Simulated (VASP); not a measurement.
**BiAuCl4: single point with PBE**

Crystal: BiAuCl4.

```
Bi Au Cl
1.0
     0.00000    4.11980    4.11980
     4.11980    0.00000    4.11980
     4.11980    4.11980    0.00000
Bi Au Cl
1 1 4
Direct
  0.00000 0.00000 0.00000
  0.75000 0.75000 0.75000
  0.37599 0.87204 0.37599
  0.37599 0.37599 0.87204
  0.37599 0.37599 0.37599
  0.87204 0.37599 0.37599
```

```
Program                : VASP 6.6.1
Task                   : single point
Functional             : PBE
Potentials or basis    : VASP PAW PBE potentials, release 64 (Bi_d, Au, Cl)
Cutoff                 : 520 eV
k mesh                 : 8 × 8 × 8
Occupations            : gaussian, width 0.1 eV
Spin                   : no spin polarisation
Dipole correction      : no
Further INCAR settings : ALGO = Normal; EDIFF = 1e-06; NBANDS = 36
```

```json
{"Pressure": "-0.1 GPa", "Largest force": "0.010 eV/Å", "Band gap on the k mesh": "zero (bands 27 and 28 overlap by 0.23 eV)"}
```

Forces in eV/Å, atoms in the order of the input:
```
Bi   0.000  0.000  0.000
Au   0.000  0.000  0.000
Cl  -0.006  0.006 -0.006
Cl  -0.006 -0.006  0.006
Cl   0.006  0.006  0.006
Cl   0.006 -0.006 -0.006
```

Levels at points of the mesh, in eV from the Fermi level:
```csv
k point,band 23,band 24,band 25,band 26,band 27,band 28,band 29,band 30,band 31,band 32
"(0.00, 0.00, 0.00)",-0.58,-0.58,-0.41,-0.09,-0.09,-0.09,0.57,0.57,0.57,6.73
"(0.50, 0.00, 0.00)",-1.67,-1.67,-0.78,-0.56,0.15,0.15,1.27,1.27,1.41,6.48
"(0.50, 0.50, 0.00)",-1.94,-1.94,-1.30,0.03,0.03,0.11,1.24,1.24,1.79,5.66
```

Wall time 5.9 min on 1 thread of Intel Xeon 8259CL, on a shared host, peak memory 0.39 GiB.

Caveat: spin-orbit coupling is left out, which moves the levels of the heavy elements.
